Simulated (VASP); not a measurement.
Wanted: the native input for a VASP 6.6.1 run.

- Task: single point
- Functional: PBE
- Potentials or basis: VASP PAW PBE potentials, release 64 (Zr_sv, Al, N)
- Cutoff: 520 eV
- k mesh: 12 × 12 × 4
- Occupations: gaussian, width 0.1 eV
- Spin: no spin polarisation
- Dipole correction: no
- Further INCAR settings: ALGO = Normal; EDIFF = 1e-07; NBANDS = 54

The structure of Zr2AlN3 lies in POSCAR:

```
Zr2AlN3
1.0
    3.4017908405      0.0000000000      0.0000000000
   -1.7008954203      2.9460372862      0.0000000000
    0.0000000000      0.0000000000     16.6511726306
Zr Al N
4 2 6
Direct
    0.3333333333      0.6666666667      0.0037416574
    0.3333333333      0.6666666667      0.3299968746
    0.6666666667      0.3333333333      0.5037416574
    0.6666666667      0.3333333333      0.8299968746
    0.3333333333      0.6666666667      0.6664844372
    0.6666666667      0.3333333333      0.1664844372
    0.3333333333      0.6666666667      0.1383663728
    0.3333333333      0.6666666667      0.4608304482
    0.3333333333      0.6666666667      0.7805802100
    0.6666666667      0.3333333333      0.2805802100
    0.6666666667      0.3333333333      0.6383663728
    0.6666666667      0.3333333333      0.9608304482
```

The input as run:

INCAR

```
SYSTEM = Zr2AlN3
ALGO     = Normal         ! electronic algorithm
EDIFF    = 1E-7           ! SCF threshold, eV
ENCUT    = 520            ! plane-wave cutoff, eV
GGA      = PE             ! functional
ISIF     = 2              ! what is computed and relaxed
ISMEAR   = 0              ! smearing method
LASPH    = .TRUE.         ! aspherical terms in the spheres
LCHARG   = .TRUE.         ! write CHGCAR
LELF     = .TRUE.         ! ELF
LREAL    = .FALSE.        ! projectors in reciprocal space
LVHAR    = .TRUE.       
LWAVE    = .FALSE.        ! write WAVECAR
NBANDS   = 54             ! bands
NELM     = 60             ! most SCF steps
PREC     = Accurate       ! precision mode
SIGMA    = 0.1            ! smearing width, eV
```

KPOINTS

```
k-points
0
G
  12 12 4
  0 0 0
```

Potentials or basis: VASP PAW PBE potentials, release 64 (Zr_sv, Al, N).

Run with:

```console
$ cat potpaw_PBE.64/Zr_sv/POTCAR potpaw_PBE.64/Al/POTCAR potpaw_PBE.64/N/POTCAR > POTCAR
$ mpirun -np 1 vasp_std > vasp.out
```

Results of the run:

```json
{
 "Pressure": "0.1 GPa",
 "Largest force": "0.024 eV/Å",
 "Band gap on the k mesh": "zero (bands 42 and 43 overlap by 0.72 eV)"
}
```

It took 18 min on 1 thread of Intel(R) Xeon(R) Platinum 8259CL CPU @ 2.50GHz (Skylake/Cascade Lake), on a shared host, peak memory 0.56 GiB.
